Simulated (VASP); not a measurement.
A run of VASP 6.6.1 is set up as follows.

INCAR

```
PREC = Accurate ; ENCUT = 520
EDIFF = 1E-6 ; ISMEAR = -1
SIGMA = 0.02 ; LREAL = False
LASPH = True ; NELM = 80
ALGO = Normal ; ISIF = 2
LWAVE = False ; LCHARG = False
GGA = PE ; NBANDS = 63
KPAR = 4
```

KPOINTS

```
regular mesh
0
Gamma
  8 4 6
```

The input POSCAR:

```
ZrSn3O8
1.0
    3.5160838474      0.0000000000      0.0000000000
    0.0000000000      7.2359368520      0.0000000000
    0.0000000000      0.0000000000      5.3949399212
Sn O Zr
3 8 1
Direct
    0.5000000000      0.2511811113      0.4940193453
    0.0000000000      0.0000000000      0.0109443839
    0.5000000000      0.7488188887      0.4940193453
    0.5000000000      0.0000000000      0.3270231909
    0.0000000000      0.2475027778      0.1806169951
    0.0000000000      0.2570819304      0.6793907272
    0.5000000000      0.0000000000      0.8261087954
    0.5000000000      0.5000000000      0.3144269019
    0.0000000000      0.7524972222      0.1806169951
    0.0000000000      0.7429180696      0.6793907272
    0.5000000000      0.5000000000      0.8166900993
    0.0000000000      0.5000000000     -0.0032475065
```

Potentials or basis: VASP PAW PBE potentials, release 64 (Sn_d, O, Zr_sv).

Command:

```sh
$ cat potpaw_PBE.64/Sn_d/POTCAR potpaw_PBE.64/O/POTCAR potpaw_PBE.64/Zr_sv/POTCAR > POTCAR
$ mpirun -np 4 vasp_std > vasp.out
```

**Question.** Predict the pressure.

**Answer.** 7.6 GPa.

**Question.** Estimate the band gap on the k mesh.

**Answer.** 1.81 eV (least direct gap 1.87 eV).

**Question.** Estimate the largest force.

**Answer.** 0.356 eV/Å.

Forces on the atoms (eV/Å):
```
Sn   0.000 -0.020 -0.005
Sn   0.000  0.000 -0.018
Sn   0.000  0.020 -0.005
O    0.000  0.000 -0.234
O    0.000  0.270  0.088
O    0.000  0.040  0.354
O    0.000  0.000 -0.319
O    0.000  0.000 -0.318
O    0.000 -0.270  0.088
O    0.000 -0.040  0.354
O    0.000  0.000 -0.015
Zr   0.000  0.000  0.030
```

Caveat: the cell stands under pressure; spin-orbit coupling is left out, which moves the levels of the heavy elements. A k mesh can miss the band edges.
